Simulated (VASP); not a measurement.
The system is Be2C.

```
CELL_PARAMETERS angstrom
0.00000 2.21450 2.21450
2.21450 0.00000 2.21450
2.21450 2.21450 0.00000
ATOMIC_POSITIONS crystal
C 0.00000 0.00000 0.00000
Be 0.25000 0.25000 0.25000
Be 0.75000 0.75000 0.75000
```

This cell differs from its parent crystal: strain +2.5%.

Base run:

| Property | Result |
| --- | --- |
| Program | VASP 6.6.1 |
| Functional | PBE |
| Potentials or basis | VASP PAW PBE potentials, release 64 (C, Be) |
| Cutoff | 600 eV |
| k mesh | 10 × 10 × 10 |
| Occupations | fermi-dirac, width 0.02 eV |
| Spin | no spin polarisation |

Its results: band gap on the k mesh 1.13 eV (least direct gap 4.00 eV); pressure -12.1 GPa.

Q: The run is repeated on the same cell with these changes: functional from PBE to r2SCAN; cutoff from 600 eV to 660 eV; occupations from fermi-dirac, width 0.02 eV to gaussian, width 0.01 eV. What comes out?

A: Band gap on the k mesh 1.49 eV (least direct gap 4.48 eV); pressure -12.7 GPa.

Caveats: the cell stands under tension; the PAW data sets were made with another functional, which shifts forces and pressure a little (at least some runs).

A k mesh can miss the band edges.
